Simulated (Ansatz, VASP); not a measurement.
MnO: VASP beside Ansatz

The input INCAR:

```
PREC     = Accurate       # precision mode
ENCUT    = 600            # plane-wave cutoff, eV
EDIFF    = 1E-6           # SCF threshold, eV
ISMEAR   = 1              # smearing method
SIGMA    = 0.1            # smearing width, eV
LREAL    = F              # projectors in reciprocal space
LASPH    = T              # aspherical terms in the spheres
NELM     = 200            # most SCF steps
ALGO     = Normal         # electronic algorithm
ISIF     = 2              # what is computed and relaxed
LWAVE    = F              # write WAVECAR
LCHARG   = F              # write CHGCAR
ISPIN    = 2              # spin polarisation
MAGMOM   = 4 0            # initial moments
LORBIT   = 11             # projections on sites
LMAXMIX  = 4              # l up to which the mixer works
GGA      = PE             # functional
NBANDS   = 20             # bands
GGA_COMPAT= F
```

KPOINTS

```
regular mesh
0
Gamma
  9 9 9
```

POSCAR

```
MnO
1.0
    0.0000000000      2.2230000000      2.2230000000
    2.2230000000      0.0000000000      2.2230000000
    2.2230000000      2.2230000000      0.0000000000
Mn O
1 1
Direct
    0.0000000000      0.0000000000      0.0000000000
    0.5000000000      0.5000000000      0.5000000000
```

Input for Ansatz:

```yaml
crystal:
  lattice:
    - [0.0, 2.223, 2.223]
    - [2.223, 0.0, 2.223]
    - [2.223, 2.223, 0.0]
  atoms:
    - { symbol: Mn, position: [0.0, 0.0, 0.0], spin: 4.0 }
    - { symbol: O, position: [0.5, 0.5, 0.5] }
magnetization:
  spin_polarized: true
kpoints:
  mp_grid: { grid: [9, 9, 9] }
hamiltonian:
  xc: pbe
scf:
  occupations: { method: cold, width: 0.1 }
output:
  stress: true
  eigenvalues: true
```

Alike in both runs: task single point; functional PBE; k mesh 9 × 9 × 9; collinear spin.

```csv
,VASP,Ansatz
version,VASP 6.6.1,Ansatz 0.2.0
potentials or method,"VASP PAW PBE potentials, release 64 (Mn_pv, O)","plane waves, PAW"
plane-wave cutoff (eV),600,420
occupations,"methfessel-paxton of order 1, width 0.1 eV","cold, width 0.1 eV"
valence electrons in the cell,19,21
```

Ansatz gave:

| Item | Value |
| --- | --- |
| gap on the k mesh at the Fermi level (eV) | none |
| pressure (GPa) | -0.4 |
| net moment per atom (μB) | 2.38 |
| size of the moment on the site where the two differ most (μB) | 4.04 |

Question: Estimate VASP's values.

Answer: gap on the k mesh at the Fermi level (eV): none; pressure (GPa): -0.7; net moment per atom (μB): 2.37; size of the moment on the site where the two differ most (μB): 4.32.

Site moments also hang on the region over which each program counts them. A gap of «none» marks a metal or a gap that the smearing closes. VASP's potentials hold 19 valence electrons a cell and Ansatz's 21, so a difference there can come from the potentials and not from the codes. Ansatz's warnings: stability check not made.
